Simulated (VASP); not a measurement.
Crystal: AgCl.

```
CELL_PARAMETERS angstrom
3.22547 0.00000 0.00000
0.00000 3.22547 0.00000
0.00000 0.00000 3.55180
ATOMIC_POSITIONS crystal
Ag 0.00000 0.00000 0.00000
Cl 0.50000 0.50000 0.50000
```

This cell differs from its parent crystal: epitaxial xy strain -5.0%.

Program: VASP 6.6.1. Alike in all runs: task single point; potentials or basis VASP PAW PBE potentials, release 64 (Ag, Cl); no spin polarisation; cell as given; cutoff (eV) 520.

Problem. Order these runs on this cell by their band gap on the k mesh, lowest first.
A. level PBE; k mesh 8 × 8 × 8; smearing fermi-dirac 0.02 eV
B. level r2SCAN; k mesh 8 × 8 × 8; smearing gaussian 0.01 eV
C. level HSE06; k mesh 6 × 6 × 6; smearing gaussian 0.01 eV; grid for exact exchange (PRECFOCK) Normal; share of exact exchange 0.25; screening parameter 0.2079 1/Å

Solution. A (0.47 eV), B (1.07 eV), C (1.86 eV).

A k mesh can miss the band edges.
